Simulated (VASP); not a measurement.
Wanted: the native input for a VASP 6.6.1 run.

- Task: single point
- Functional: PBE
- Potentials or basis: VASP PAW PBE potentials, release 64 (Si, Ag_sv_GW)
- Cutoff: 470 eV
- k mesh: 9 × 9 × 1
- Occupations: gaussian, width 0.05 eV
- Spin: collinear spin
- Starting moments: [0.0, 0.0, 0.0, 0.0, 1.0] μB
- Dipole correction: yes
- Further INCAR settings: ALGO = Normal; EDIFF = 1e-06; NBANDS = 30; NELMDL = -8

The structure of Si4Ag lies in POSCAR:

```
Si4Ag
1.0
    3.8675355701      0.0000000000      0.0000000000
   -1.9337677851      3.3493840538      0.0000000000
    0.0000000000      0.0000000000     19.4372967090
Si Ag
4 1
Direct
    0.3333333333      0.6666666667      0.2057899336
    0.0000000000      0.0000000000      0.2464055298
    0.0000000000      0.0000000000      0.3748662321
    0.6666666667      0.3333333333      0.4083539408
    1.3333333333      0.6666666667      0.4862784507
```

The input as run:

INCAR

```
SYSTEM = Si4Ag
PREC = Accurate
ENCUT = 470
EDIFF = 1E-6
ISMEAR = 0
SIGMA = 0.05
LREAL = .False.
LASPH = .True.
NELM = 200
ALGO = Normal
ISIF = 2
LWAVE = .False.
LCHARG = .False.
ISPIN = 2
MAGMOM = 0 0 0 0 1
LORBIT = 11
LMAXMIX = 4
LDIPOL = .True.
IDIPOL = 3
DIPOL = 0.5 0.5 0.344
GGA = PE
NBANDS = 30
GGA_COMPAT = .False.
NELMDL = -8
```

KPOINTS

```
regular mesh
0
Gamma
  9 9 1
  0 0 0
```

Potentials or basis: VASP PAW PBE potentials, release 64 (Si, Ag_sv_GW).

Command:

```console
$ cat potpaw_PBE.64/Si/POTCAR potpaw_PBE.64/Ag_sv_GW/POTCAR > POTCAR
$ mpirun -np 1 vasp_std > vasp.out
```

It gave:

The largest force is 1.114 eV/Å. The net moment is 0.39 μB per cell, the site moments are Si +0.10, +0.00, +0.01 (each value once); Ag +0.01 μB and the valence electrons inside the program's atomic spheres are Si 1.64, 1.65, 1.67 (each value once); Ag 16.76.

Caveat: a moment this small can come from the mesh or the smearing.

It took 7.7 min on 1 thread of Intel(R) Xeon(R) Platinum 8259CL CPU @ 2.50GHz (Skylake/Cascade Lake), with other jobs on the host, peak memory 0.48 GiB.
